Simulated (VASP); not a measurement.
# BeBrF (P4/nmm) in VASP: single point with r2SCAN

Aim: the single point of BeBrF with r2SCAN.

Program: VASP 6.6.1. These are calculated values, not measurements. Logs are shortened: lines on timing, memory, paths and dates and some standing lists are left out, and cuts for length are marked.

### Step 1. The cell of the first run

It takes space group P4/nmm (No. 129, tetragonal). Conventional cell: a = 3.632 Å, b = 3.632 Å, c = 6.972 Å, α = 90.00°, β = 90.00°, γ = 90.00°. Be (site symmetry 4mm) has 4 F at 2.20 Å and 5 Br at 2.93 to 3.06 Å within 3.1 Å. Br (site symmetry 4mm) has 6 Be at 2.93 to 3.91 Å and 8 Br at 3.05 to 3.63 Å and 4 F at 3.22 Å within 4.0 Å. F (site symmetry -4m2) has 4 Be at 2.20 Å and 4 F at 2.57 Å within 2.9 Å.

### Step 2. Single point, r2SCAN

POSCAR

```
BeBrF
1.0
    3.6318450000      0.0000000000      0.0000000000
    0.0000000000      3.6318450000      0.0000000000
    0.0000000000      0.0000000000      6.9718290000
Be Br F
2 2 2
Direct
    0.0000000000      0.5000000000      0.1789000000
    0.5000000000      0.0000000000      0.8211000000
    0.0000000000      0.5000000000      0.6183000000
    0.5000000000      0.0000000000      0.3817000000
    0.0000000000      0.0000000000      0.0000000000
    0.5000000000      0.5000000000      0.0000000000
```

INCAR.step1

```
SYSTEM = BeBrF
PREC = Accurate
ENCUT = 520
ISMEAR = -1
SIGMA = 0.1
LREAL = .False.
LASPH = .True.
NELM = 80
NBANDS = 25
GGA = PE
ALGO = Normal
EDIFF = 1E-4
LWAVE = .True.
LCHARG = .False.
```

INCAR.step2

```
SYSTEM = BeBrF
PREC = Accurate
ENCUT = 520
EDIFF = 1E-6
ISMEAR = -1
SIGMA = 0.1
LREAL = .False.
LASPH = .True.
NELM = 80
ALGO = Normal
ISIF = 2
LWAVE = .False.
LCHARG = .False.
METAGGA = R2SCAN
LMIXTAU = .True.
NBANDS = 25
ISTART = 1
```

KPOINTS

```
regular mesh
0
Gamma
  7 7 4
  0 0 0
```

Potentials or basis: VASP PAW PBE potentials, release 64 (Be, Br, F).

The run is started by

```bash
$ cat potpaw_PBE.64/Be/POTCAR potpaw_PBE.64/Br/POTCAR potpaw_PBE.64/F/POTCAR > POTCAR
$ cp INCAR.step1 INCAR
$ mpirun -np 1 vasp_std > vasp.out
$ cp INCAR.step2 INCAR
$ mpirun -np 1 vasp_std > vasp.out
```

OUTCAR:

```text
SYSTEM = BeBrF
   PREC = Accurate
   ENCUT = 520
   EDIFF = 1E-6
   ISMEAR = -1
   LREAL = .False.
   LASPH = .True.
   NELM = 80
   ISIF = 2
   METAGGA = R2SCAN
   ISTART = 1

 ion  position               nearest neighbor table
   1  0.000  0.500  0.179-
   2  0.500  0.000  0.821-
   3  0.000  0.500  0.618-
   4  0.500  0.000  0.382-
   5  0.000  0.000  0.000-
   6  0.500  0.500  0.000-

  LATTYP: Found a simple tetragonal cell.
 ALAT       =     3.6318450000
 C/A-ratio  =     1.9196383656

  Lattice vectors:

 A1 = (   3.6318450000,   0.0000000000,   0.0000000000)
 A2 = (   0.0000000000,   3.6318450000,   0.0000000000)
 A3 = (   0.0000000000,   0.0000000000,   6.9718290000)

Analysis of symmetry for initial positions (statically):
=====================================================================
 Subroutine PRICEL returns:
 Original cell was already a primitive cell.

 Routine SETGRP: Setting up the symmetry group for a
 simple tetragonal supercell.

 Subroutine GETGRP returns: Found 16 space group operations
 (whereof  8 operations were pure point group operations)
 out of a pool of 16 trial point group operations.

The static configuration has the point symmetry D_2d.
 The point group associated with its full space group is D_4h.

Analysis of symmetry for dynamics (positions and initial velocities):
=====================================================================
 Subroutine PRICEL returns:
 Original cell was already a primitive cell.

 Routine SETGRP: Setting up the symmetry group for a
 simple tetragonal supercell.

 Subroutine GETGRP returns: Found 16 space group operations
 (whereof  8 operations were pure point group operations)
 out of a pool of 16 trial point group operations.

The dynamic configuration has the point symmetry D_2d.
 The point group associated with its full space group is D_4h.

 Subroutine INISYM returns: Found 16 space group operations
 (whereof  8 operations are pure point group operations),
 and found     1 'primitive' translations

----------------------------------------------------------------------------------------

                                     Primitive cell

  volume of cell :      91.9605

  direct lattice vectors                    reciprocal lattice vectors
     3.631845000  0.000000000  0.000000000     0.275342147  0.000000000  0.000000000
     0.000000000  3.631845000  0.000000000     0.000000000  0.275342147  0.000000000
     0.000000000  0.000000000  6.971829000     0.000000000  0.000000000  0.143434384

  length of vectors
     3.631845000  3.631845000  6.971829000     0.275342147  0.275342147  0.143434384

  position of ions in fractional coordinates (direct lattice)
     0.000000000  0.500000000  0.178900000
     0.500000000  0.000000000  0.821100000
     0.000000000  0.500000000  0.618300000
     0.500000000  0.000000000  0.381700000
     0.000000000  0.000000000  0.000000000
     0.500000000  0.500000000  0.000000000

  ion indices of the primitive-cell ions
   primitive index   ion index
                 1           1
                 2           2
                 3           3
                 4           4
                 5           5
                 6           6

----------------------------------------------------------------------------------------

 KPOINTS: regular mesh

Automatic generation of k-mesh.
 Grid dimensions read from file:
 generate k-points for:    7    7    4

 Generating k-lattice:

  Cartesian coordinates                     Fractional coordinates (reciprocal lattice)
     0.039334592  0.000000000  0.000000000     0.142857143  0.000000000  0.000000000
     0.000000000  0.039334592  0.000000000     0.000000000  0.142857143  0.000000000
     0.000000000  0.000000000  0.035858596     0.000000000  0.000000000  0.250000000

  Length of vectors
     0.039334592  0.039334592  0.035858596

  Shift w.r.t. Gamma in fractional coordinates (k-lattice)
     0.000000000  0.000000000  0.000000000

 Subroutine IBZKPT returns following result:
 ===========================================

 Found     30 irreducible k-points:

 Following reciprocal coordinates:
            Coordinates               Weight
  0.000000  0.000000  0.000000      1.000000
  0.142857  0.000000  0.000000      4.000000
  0.285714  0.000000  0.000000      4.000000
  0.428571  0.000000  0.000000      4.000000
  0.142857  0.142857  0.000000      4.000000
  0.285714  0.142857  0.000000      8.000000
[... 16 lines left out ...]
  0.285714  0.000000  0.500000      4.000000
  0.428571  0.000000  0.500000      4.000000
 [... further k-points ...]
   k-points           NKPTS =     30   k-points in BZ     NKDIM =     30   number of bands    NBANDS=     25
   number of dos      NEDOS =    301   number of ions     NIONS =      6
   total plane-waves  NPLWV =  42336
   dimension x,y,z NGX =    28 NGY =   28 NGZ =   54
   dimension x,y,z NGXF=    56 NGYF=   56 NGZF=  108
   ions per type =               2   2   2
   NGX,Y,Z   is equivalent  to a cutoff of  12.82, 12.82, 12.88 a.u.
   NGXF,Y,Z  is equivalent  to a cutoff of  25.63, 25.63, 25.75 a.u.
 SYSTEM =  BeBrF
   PREC   = accura    normal or accurate (medium, high low for compatibility)
   ISTART =      1    job   : 0-new  1-cont  2-samecut
   ICHARG =      0    charge: 1-file 2-atom 10-const
   ISPIN  =      1    spin polarized calculation?
   LNONCOLLINEAR =      F non collinear calculations
   LSORBIT =      F    spin-orbit coupling
   LASPH  =      T    aspherical Exc in radial PAW
   ENCUT  =  520.0 eV  38.22 Ry    6.18 a.u.   6.75  6.75 12.96*2*pi/ulx,y,z
   NELM   =     80;   NELMIN=  2; NELMDL=  0     # of ELM steps
   EDIFF  = 0.1E-05   stopping-criterion for ELM
   LREAL  =      F    real-space projection
   EDIFFG = 0.1E-04   stopping-criterion for IOM
   NSW    =      0    number of steps for IOM
   IBRION =     -1    ionic relax: 0-MD 1-quasi-New 2-CG
   NFREE  =      0    steps in history (QN), initial steepest desc. (CG)
   ISIF   =      2    stress and relaxation
   ISYM   =      2    0-nonsym 1-usesym 2-fastsym
   POTIM  = 0.5000    time-step for ionic-motion
   TEBEG  =    0.0;   TEEND  =   0.0 temperature during run
   PSTRESS=    0.0 pullay stress
   NELECT =      32.0000    total number of electrons
   NUPDOWN=      -1.0000    fix difference up-down
   EMIN   =  10.00;   EMAX   =-10.00  energy-range for DOS
   EFERMI =   0.00;   METHOD = LEGACY
   ISMEAR =    -1;   SIGMA  =   0.10  broadening in eV -4-tet -1-fermi 0-gaus
   EFERMI_NEDOS =   21; number of points for ismear=-14 and -15
   IALGO  =     38    algorithm
   IMIX   =      4    mixing-type and parameters
     AMIX     =   0.40;   BMIX     =  1.00
     AMIX_MAG =   1.60;   BMIX_MAG =  1.00
  volume/ion in A,a.u.               =      15.33       103.43
  Fermi-wavevector in a.u.,A,eV,Ry     =   1.151483  2.175988 18.040158  1.325914
  Thomas-Fermi vector in A             =   2.288141
   LORBIT       =      0    0 simple, 1 ext, 2 COOP (PROOUT), +10 PAW based schemes
   METAGGA = R2SCAN    functional components
   LHFCALC =     F    Hartree Fock is set to
   AEXX    =    0.0000 exact exchange contribution
   IVDW    =     0    specifies the selected vdW correction
   LEPSILON=     F    determine dielectric tensor
   LRPA    =     F    only Hartree local field effects (RPA)
 non-spin polarized calculation
  energy-cutoff  :      520.00
  volume of cell :       91.96
 maximum number of plane-waves:      2506
 NGX is ok and might be reduce to    28
   NGX = 13   NGY = 13   NGZ = 25

 number of electron      32.0000011 magnetization

 Free energy of the ion-electron system (eV)
  ---------------------------------------------------
  ext. energy  EPLUGINS =         0.00000000
  ---------------------------------------------------
  free energy    TOTEN  =       -47.27739398 eV

  energy without entropy =      -47.27735682  energy(sigma->0) =      -47.27737540

 E-fermi :   3.4723     XC(G=0):  -9.9842

 val. band max:        2.5094278733   @ k =   0.2857   0.2857   0.0000
 cond. band min:       4.1029517380   @ k =   0.0000   0.0000   0.0000
 fundamental gap:      1.5935238647
 Fermi energy:         3.4723194296

 k-point     1 :       0.0000    0.0000    0.0000
  band No.  band energies     occupation
      1     -22.3455      2.00000
      2     -21.3701      2.00000
      3     -13.3074      2.00000
      4     -11.3433      2.00000
      5      -3.6535      2.00000
      6      -3.3843      2.00000
[... 17 lines left out ...]
     24      10.5266      0.00000
     25      10.5266      0.00000

 k-point     2 :       0.1429    0.0000    0.0000
  band No.  band energies     occupation
      1     -22.2967      2.00000
      2     -21.4176      2.00000
      3     -13.1783      2.00000
      4     -11.3713      2.00000
      5      -3.7070      2.00000
      6      -3.3274      2.00000
[... 17 lines left out ...]
     24      10.4475      0.00000
     25      10.7338      0.00000

 k-point     3 :       0.2857    0.0000    0.0000
  band No.  band energies     occupation
      1     -22.1603      2.00000
      2     -21.5514      2.00000
      3     -12.8188      2.00000
      4     -11.5060      2.00000
      5      -3.7638      2.00000
      6      -3.2087      2.00000
[... 17 lines left out ...]
     24      10.0698      0.00000
     25      12.3196      0.00000

 k-point     4 :       0.4286    0.0000    0.0000
  band No.  band energies     occupation
      1     -21.9636      2.00000
      2     -21.7458      2.00000
      3     -12.3190      2.00000
      4     -11.8311      2.00000
      5      -3.6064      2.00000
      6      -3.0743      2.00000
[... 17 lines left out ...]
     24      10.1708      0.00000
     25      13.0252      0.00000

 k-point     5 :       0.1429    0.1429    0.0000
  band No.  band energies     occupation
      1     -22.2519      2.00000
      2     -21.4592      2.00000
      3     -13.0536      2.00000
      4     -11.3912      2.00000
      5      -3.7556      2.00000
      6      -3.4750      2.00000
[... 17 lines left out ...]
     24      10.2828      0.00000
     25      11.0947      0.00000

 k-point     6 :       0.2857    0.1429    0.0000
  band No.  band energies     occupation
      1     -22.1265      2.00000
      2     -21.5768      2.00000
      3     -12.7087      2.00000
      4     -11.5004      2.00000
      5      -3.7961      2.00000
      6      -3.4966      2.00000
[... 17 lines left out ...]
     24      10.0702      0.00000
     25      12.7111      0.00000
[... 393 lines left out ...]
 k-point    21 :       0.0000    0.0000    0.5000
  band No.  band energies     occupation
      1     -22.3452      2.00000
      2     -21.3704      2.00000
      3     -13.3341      2.00000
      4     -11.2938      2.00000
      5      -3.7344      2.00000
      6      -3.3726      2.00000
[... 17 lines left out ...]
     24      10.4682      0.00000
     25      10.4682      0.00000

 k-point    22 :       0.1429    0.0000    0.5000
  band No.  band energies     occupation
      1     -22.2965      2.00000
      2     -21.4176      2.00000
      3     -13.2034      2.00000
      4     -11.3283      2.00000
      5      -3.6454      2.00000
      6      -3.3704      2.00000
[... 17 lines left out ...]
     24      10.0553      0.00000
     25      10.4400      0.00000

 k-point    23 :       0.2857    0.0000    0.5000
  band No.  band energies     occupation
      1     -22.1603      2.00000
      2     -21.5511      2.00000
      3     -12.8389      2.00000
      4     -11.4800      2.00000
      5      -3.4542      2.00000
      6      -3.2673      2.00000
[... 17 lines left out ...]
     24       9.9390      0.00000
     25      12.3103      0.00000

 k-point    24 :       0.4286    0.0000    0.5000
  band No.  band energies     occupation
      1     -21.9633      2.00000
      2     -21.7457      2.00000
      3     -12.3291      2.00000
      4     -11.8253      2.00000
      5      -3.3116      2.00000
      6      -3.1280      2.00000
[... 17 lines left out ...]
     24       9.9062      0.00000
     25      13.6919      0.00000

 [... further k-points ...]

------------------------ aborting loop because EDIFF is reached ----------------------------------------

  FORCE on cell =-STRESS in cart. coord.  units (eV):
  Direction    XX          YY          ZZ          XY          YZ          ZX
  --------------------------------------------------------------------------------------
  -------------------------------------------------------------------------------------
  Total       -5.8327698     -5.8327698     -4.7636956      0.0000000      0.0000000      0.0000000
  in kB     -101.6211438   -101.6211438    -82.9952517      0.0000000      0.0000000      0.0000000
  external PRESSURE =     -95.4125131 kB  Pullay stress =       0.0000000 kB

 VOLUME and BASIS-vectors are now :
 -----------------------------------------------------------------------------
  energy-cutoff  :      520.00
  volume of cell :       91.96
      direct lattice vectors                 reciprocal lattice vectors
     3.631845000  0.000000000  0.000000000     0.275342147  0.000000000  0.000000000
     0.000000000  3.631845000  0.000000000     0.000000000  0.275342147  0.000000000
     0.000000000  0.000000000  6.971829000     0.000000000  0.000000000  0.143434384

 POSITION                                       TOTAL-FORCE (eV/Angst)
 -----------------------------------------------------------------------------------
      0.00000      1.81592      1.24726         0.000000      0.000000     -1.367383
      1.81592      0.00000      5.72457        -0.000000     -0.000000      1.367383
      0.00000      1.81592      4.31068        -0.000000     -0.000000      2.922899
      1.81592      0.00000      2.66115        -0.000000      0.000000     -2.922899
      0.00000      0.00000      0.00000        -0.000000     -0.000000      0.000000
      1.81592      1.81592      0.00000        -0.000000      0.000000      0.000000
 -----------------------------------------------------------------------------------
    total drift:                                0.000000      0.000000     -0.000000

  FREE ENERGIE OF THE ION-ELECTRON SYSTEM (eV)
  ---------------------------------------------------
  free  energy   TOTEN  =       -47.2773939823 eV

  energy  without entropy=      -47.2773568184  energy(sigma->0) =      -47.27737540
```

It took 4.5 min on 1 thread of AMD EPYC 7R43 (Zen 3), shared host; peak memory 0.2 GiB.

What came out:

- Free energy: -47.2774 eV
- Pressure: -9.5 GPa
- Largest force: 2.923 eV/Å
- Band gap on the k mesh: 1.59 eV (least direct gap 1.74 eV)

Forces in eV/Å, atoms in the order of the input:
```
Be   0.000  0.000 -1.367
Be   0.000  0.000  1.367
Br   0.000  0.000  2.923
Br   0.000  0.000 -2.923
F    0.000  0.000  0.000
F    0.000  0.000  0.000
```

Levels at points of the mesh, in eV from the valence-band top:
| k point | band 12 | band 13 | band 14 | band 15 | band 16 | band 17 | band 18 | band 19 | band 20 | band 21 |
| --- | --- | --- | --- | --- | --- | --- | --- | --- | --- | --- |
| (0.00, 0.00, 0.00) | -2.41 | -2.41 | -2.06 | -0.14 | -0.14 | 1.59 | 4.30 | 5.47 | 6.93 | 6.98 |
| (0.00, 0.00, 0.50) | -2.50 | -2.50 | -2.33 | -0.01 | -0.01 | 2.65 | 3.71 | 4.75 | 6.79 | 7.08 |

Caveat: the cell stands under tension; the PAW data sets were made with another functional, which shifts forces and pressure a little; an odd mesh through Γ misses points on the zone boundary, where band edges can lie.
